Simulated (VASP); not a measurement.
# Al (Fm-3m) in VASP: further runs

The runs below take Al through single point, with r2SCANh.

Program: VASP 6.6.1. These are calculated values, not measurements. Logs are shortened: lines on timing, memory, paths and dates and some standing lists are left out, and cuts for length are marked.

## (1) The cell of the first run

It takes space group Fm-3m (No. 225, cubic). Conventional cell: a = 3.995 Å, b = 3.995 Å, c = 3.995 Å, α = 90.00°, β = 90.00°, γ = 90.00°. Al (site symmetry m-3m) has 12 Al at 2.82 Å within 3.7 Å.

## (2) Single point, r2SCANh

File POSCAR:

```
Al
1.0
    0.0000000000      1.9974394157      1.9974394157
    1.9974394157      0.0000000000      1.9974394157
    1.9974394157      1.9974394157      0.0000000000
Al
1
Direct
    0.0000000000      0.0000000000      0.0000000000
```

File INCAR.step1:

```
PREC = Accurate ; ENCUT = 520
EDIFF = 1E-5 ; ISMEAR = -1
SIGMA = 0.05 ; LREAL = False
LASPH = True ; NELM = 100
ALGO = Normal ; ISIF = 2
LWAVE = True ; LCHARG = False
NBANDS = 8 ; GGA = PE
```

File INCAR.step2:

```
PREC = Accurate ; ENCUT = 520
EDIFF = 1E-6 ; ISMEAR = -1
SIGMA = 0.05 ; LREAL = False
LASPH = True ; NELM = 100
ALGO = Normal ; ISIF = 2
LWAVE = False ; LCHARG = False
METAGGA = R2SCAN ; LHFCALC = True
AEXX = 0.1 ; LMIXTAU = True
PRECFOCK = Normal ; NBANDS = 8
ISTART = 1
```

File KPOINTS:

```
regular mesh
0
Gamma
  6 6 6
```

Potentials or basis: VASP PAW PBE potentials, release 64 (Al).

The run is started by

```
cat potpaw_PBE.64/Al/POTCAR > POTCAR
cp INCAR.step1 INCAR
mpirun -np 1 vasp_std > vasp.out
cp INCAR.step2 INCAR
mpirun -np 1 vasp_std > vasp.out
```

OUTCAR:

```text
PREC = Accurate
   ENCUT = 520
   EDIFF = 1E-6
   ISMEAR = -1
   LREAL = False
   LASPH = True
   NELM = 100
   ISIF = 2
   METAGGA = R2SCAN
   LHFCALC = True
   AEXX = 0.1
   PRECFOCK = Normal
   ISTART = 1

 ion  position               nearest neighbor table
   1  0.000  0.000  0.000-

  LATTYP: Found a face centered cubic cell.
 ALAT       =     3.9948788314

  Lattice vectors:

 A1 = (   0.0000000000,   1.9974394157,   1.9974394157)
 A2 = (   1.9974394157,   0.0000000000,   1.9974394157)
 A3 = (   1.9974394157,   1.9974394157,   0.0000000000)

Analysis of symmetry for initial positions (statically):
=====================================================================
 Subroutine PRICEL returns:
 Original cell was already a primitive cell.

 Routine SETGRP: Setting up the symmetry group for a
 face centered cubic supercell.

 Subroutine GETGRP returns: Found 48 space group operations
[... 9 lines left out ...]

 Routine SETGRP: Setting up the symmetry group for a
 face centered cubic supercell.

 Subroutine GETGRP returns: Found 48 space group operations
 (whereof 48 operations were pure point group operations)
 out of a pool of 48 trial point group operations.

The dynamic configuration has the point symmetry O_h .

 Subroutine INISYM returns: Found 48 space group operations
 (whereof 48 operations are pure point group operations),
 and found     1 'primitive' translations

----------------------------------------------------------------------------------------

                                     Primitive cell

  volume of cell :      15.9386

  direct lattice vectors                    reciprocal lattice vectors
     0.000000000  1.997439416  1.997439416    -0.250320483  0.250320483  0.250320483
     1.997439416  0.000000000  1.997439416     0.250320483 -0.250320483  0.250320483
     1.997439416  1.997439416  0.000000000     0.250320483  0.250320483 -0.250320483

  length of vectors
     2.824805912  2.824805912  2.824805912     0.433567795  0.433567795  0.433567795

  position of ions in fractional coordinates (direct lattice)
     0.000000000  0.000000000  0.000000000

  ion indices of the primitive-cell ions
   primitive index   ion index
                 1           1

----------------------------------------------------------------------------------------

[... 67 lines left out ...]
   ISYM   =      3    0-nonsym 1-usesym 2-fastsym
   POTIM  = 0.5000    time-step for ionic-motion
   TEBEG  =    0.0;   TEEND  =   0.0 temperature during run
   PSTRESS=    0.0 pullay stress
   NELECT =       3.0000    total number of electrons
   NUPDOWN=      -1.0000    fix difference up-down
   EMIN   =  10.00;   EMAX   =-10.00  energy-range for DOS
   EFERMI =   0.00;   METHOD = LEGACY
   ISMEAR =    -1;   SIGMA  =   0.05  broadening in eV -4-tet -1-fermi 0-gaus
   EFERMI_NEDOS =   21; number of points for ismear=-14 and -15
   IALGO  =     38    algorithm
   IMIX   =      1    mixing-type and parameters
     AMIX     =   0.40;   BMIX     =  1.00
     AMIX_MAG =   1.60;   BMIX_MAG =  1.00
  volume/ion in A,a.u.               =      15.94       107.56
  Fermi-wavevector in a.u.,A,eV,Ry     =   0.938206  1.772953 11.976268  0.880231
  Thomas-Fermi vector in A             =   2.065395
   LORBIT       =      0    0 simple, 1 ext, 2 COOP (PROOUT), +10 PAW based schemes
   METAGGA = R2SCAN    functional components
   LHFCALC =     T    Hartree Fock is set to
   PRECFOCK=normal    Normal, Fast or Accurate (Low or Medium for compatibility)
   ENCUT4O =  -1.0   cutoff for four orbital integrals eV
   NKREDX  =     1    reduce k-point grid by
   NKREDY  =     1    reduce k-point grid by
   NKREDZ  =     1    reduce k-point grid by
   AEXX    =    0.1000 exact exchange contribution
   HFSCREEN=    0.0000 screening length (either q_TF or 0.3 A-1)
   HFSCREENC=   0.0000 screening length for correlation (either q_TF or 0.3 A-1)
   ENCUTFOCK=  -1.0 apply spherical cutoff to Coloumb kernel
   IVDW    =     0    specifies the selected vdW correction
   LEPSILON=     F    determine dielectric tensor
   LRPA    =     F    only Hartree local field effects (RPA)
 non-spin polarized calculation
  energy-cutoff  :      520.00
  volume of cell :       15.94
 maximum number of plane-waves:       444
 NGX is ok and might be reduce to    24
  NGX = 16; NGY = 16; NGZ = 16

 number of electron       3.0000000 magnetization

 Free energy of the ion-electron system (eV)
  ---------------------------------------------------
  ext. energy  EPLUGINS =         0.00000000
  ---------------------------------------------------
  free energy    TOTEN  =        -6.78326188 eV

  energy without entropy =       -6.77986132  energy(sigma->0) =       -6.78156160

 E-fermi :   8.9256     XC(G=0): -10.0323

 val. band max:        8.9112728903   @ k =   0.3333   0.0000   0.0000
 cond. band min:       9.0905125166   @ k =  -0.3333   0.3333   0.0000
 fundamental gap:      0.1792396263
 Fermi energy:         8.9255852160

 k-point     1 :       0.0000    0.0000    0.0000
  band No.  band energies     occupation
      1      -4.4046      2.00000
      2      22.3762      0.00000
      3      22.3762      0.00000
      4      22.3762      0.00000
      5      24.4773      0.00000
      6      24.4773      0.00000
      7      24.4773      0.00000
      8      26.3845      0.00000
[... 155 lines left out ...]
 k-point    16 :      -0.3333    0.5000    0.1667
  band No.  band energies     occupation
      1       5.8931      2.00000
      2       7.5325      2.00000
      3       9.3278      0.00064
      4      11.4533      0.00000
      5      21.7070      0.00000
      6      24.0150      0.00000
      7      30.5339      0.00000
      8      31.8459      0.00000

------------------------ aborting loop because EDIFF is reached ----------------------------------------

  FORCE on cell =-STRESS in cart. coord.  units (eV):
  Direction    XX          YY          ZZ          XY          YZ          ZX
  --------------------------------------------------------------------------------------
  -------------------------------------------------------------------------------------
  Total       -0.0166843     -0.0166843     -0.0166843     -0.0000000      0.0000000     -0.0000000
  in kB       -1.6771311     -1.6771311     -1.6771311     -0.0000000      0.0000000     -0.0000000
  external PRESSURE =      -1.6771311 kB  Pullay stress =       0.0000000 kB

 VOLUME and BASIS-vectors are now :
 -----------------------------------------------------------------------------
  energy-cutoff  :      520.00
  volume of cell :       15.94
      direct lattice vectors                 reciprocal lattice vectors
     0.000000000  1.997439416  1.997439416    -0.250320483  0.250320483  0.250320483
     1.997439416  0.000000000  1.997439416     0.250320483 -0.250320483  0.250320483
     1.997439416  1.997439416  0.000000000     0.250320483  0.250320483 -0.250320483

 POSITION                                       TOTAL-FORCE (eV/Angst)
 -----------------------------------------------------------------------------------
      0.00000      0.00000      0.00000         0.000000     -0.000000     -0.000000
 -----------------------------------------------------------------------------------
    total drift:                               -0.000000     -0.000000     -0.000000

  FREE ENERGIE OF THE ION-ELECTRON SYSTEM (eV)
  ---------------------------------------------------
  free  energy   TOTEN  =        -6.7832618834 eV

  energy  without entropy=       -6.7798613236  energy(sigma->0) =       -6.78156160
```

OUTCAR.step1:

```text
PREC = Accurate
   ENCUT = 520
   EDIFF = 1E-5
   ISMEAR = -1
   LREAL = False
[... 381 lines left out ...]

 POSITION                                       TOTAL-FORCE (eV/Angst)
 -----------------------------------------------------------------------------------
      0.00000      0.00000      0.00000         0.000000      0.000000      0.000000
 -----------------------------------------------------------------------------------
    total drift:                                0.000000     -0.000000     -0.000000

  FREE ENERGIE OF THE ION-ELECTRON SYSTEM (eV)
  ---------------------------------------------------
  free  energy   TOTEN  =        -3.8069151895 eV

  energy  without entropy=       -3.8018839816  energy(sigma->0) =       -3.80439959
```

Run time: 61 s. Hardware: 1 thread of Intel Xeon 6975P-C (Granite Rapids), shared host; peak memory 0.14 GiB.

Results:

```yaml
Free_energy: -6.7833 eV
Pressure: -0.2 GPa
```

Caveat: the k points lie up to 0.45 Å⁻¹ apart; the PAW data sets were made with another functional, which shifts forces and pressure a little.

## (3) Single point, r2SCANh

This run uses another cell than the first one, of 16.27 Å³/atom, 1.021 times its volume.

File POSCAR:

```
Al
1.0
    0.0000000000      2.0112152952      2.0112152952
    2.0112152952      0.0000000000      2.0112152952
    2.0112152952      2.0112152952      0.0000000000
Al
1
Direct
    0.0000000000      0.0000000000      0.0000000000
```

File INCAR.step1:

```
SYSTEM = Al
ALGO = Normal
EDIFF = 1E-5
ENCUT = 520
GGA = PE
ISIF = 2
ISMEAR = -1
LASPH = .TRUE.
LCHARG = .FALSE.
LREAL = .FALSE.
LWAVE = .TRUE.
NBANDS = 8
NELM = 60
PREC = Accurate
SIGMA = 0.05
```

File INCAR.step2:

```
SYSTEM = Al
AEXX = 0.1
ALGO = Normal
EDIFF = 1E-7
ENCUT = 520
ISIF = 2
ISMEAR = -1
ISTART = 1
LASPH = .TRUE.
LCHARG = .FALSE.
LHFCALC = .TRUE.
LMIXTAU = .TRUE.
LREAL = .FALSE.
LWAVE = .FALSE.
METAGGA = R2SCAN
NBANDS = 8
NELM = 60
PREC = Accurate
PRECFOCK = Normal
SIGMA = 0.05
```

File KPOINTS:

```
k-points
0
G
  6 6 6
  0 0 0
```

Potentials or basis: VASP PAW PBE potentials, release 64 (Al).

The run is started by

```
cat potpaw_PBE.64/Al/POTCAR > POTCAR
cp INCAR.step1 INCAR
mpirun -np 1 vasp_std > vasp.out
cp INCAR.step2 INCAR
mpirun -np 1 vasp_std > vasp.out
```

Run time: 2 min. Hardware: 1 thread of Intel Xeon 6975P-C (Granite Rapids), shared host; peak memory 0.14 GiB.

Results (log left out):

- Free energy: -6.7811 eV
- Pressure: -1.9 GPa

Levels at points of the mesh, in eV from the Fermi level:
| k point | band 1 | band 2 | band 3 | band 4 | band 5 |
| --- | --- | --- | --- | --- | --- |
| (0.00, 0.00, 0.00) | -13.18 | 13.33 | 13.33 | 13.33 | 15.26 |
| (0.50, 0.00, 0.00) | -6.00 | -5.49 | 12.06 | 12.06 | 12.32 |
| (0.50, 0.50, 0.00) | -4.03 | -2.39 | 5.30 | 5.87 | 5.87 |

Caveat: the k points lie up to 0.45 Å⁻¹ apart; the PAW data sets were made with another functional, which shifts forces and pressure a little.
